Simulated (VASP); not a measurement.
Set up this calculation in VASP 6.6.1, as the native input.

```yaml
Task: single point
Functional: PBE
Potentials_or_basis: VASP PAW PBE potentials, release 64 (Re)
Cutoff: 520 eV
k_mesh: 15 × 9 × 9
Occupations: fermi-dirac, width 0.08 eV
Spin: no spin polarisation
Dipole_correction: no
Further_INCAR_settings: ALGO = Normal; EDIFF = 1e-06; NBANDS = 22
```

The structure of Re lies in POSCAR:

```
Re
1.0
   -1.3879310686      2.4039671282      0.0000000000
    0.0000000000      0.0000000000      4.4818846070
    4.1637932058      2.4039671282      0.0000000000
Re
4
Direct
    0.5000000000      0.2500000000      0.1666666670
    0.0000000000      0.2500000000      0.6666666670
    0.0000000000      0.7500000000      0.3333333330
    0.5000000000      0.7500000000      0.8333333330
```

The input as run:

INCAR

```
SYSTEM = Re
ALGO = Normal ; EDIFF = 1E-6
ENCUT = 520 ; GGA = PE
ISIF = 2 ; ISMEAR = -1
LASPH = .TRUE. ; LCHARG = .TRUE.
LELF = .TRUE. ; LREAL = .FALSE.
LVHAR = .TRUE. ; LWAVE = .FALSE.
NBANDS = 22 ; NELM = 60
PREC = Accurate ; SIGMA = 0.08
```

KPOINTS

```
k-points
0
G
  15 9 9
  0 0 0
```

Potentials or basis: VASP PAW PBE potentials, release 64 (Re).

Command:

```bash
$ cat potpaw_PBE.64/Re/POTCAR > POTCAR
$ mpirun -np 1 vasp_std > vasp.out
```

It gave:

```yaml
Pressure: -0.6 GPa
Largest_force: 0.010 eV/Å
Band_gap_on_the_k_mesh: zero (bands 14 and 15 overlap by 1.85 eV)
```

Caveat: spin-orbit coupling is left out, which moves the levels of the heavy elements.

Run time: 2.8 min on 1 thread of AMD EPYC 9R45 96-Core Processor (Zen 5) (shared host), peak memory 0.3 GiB.
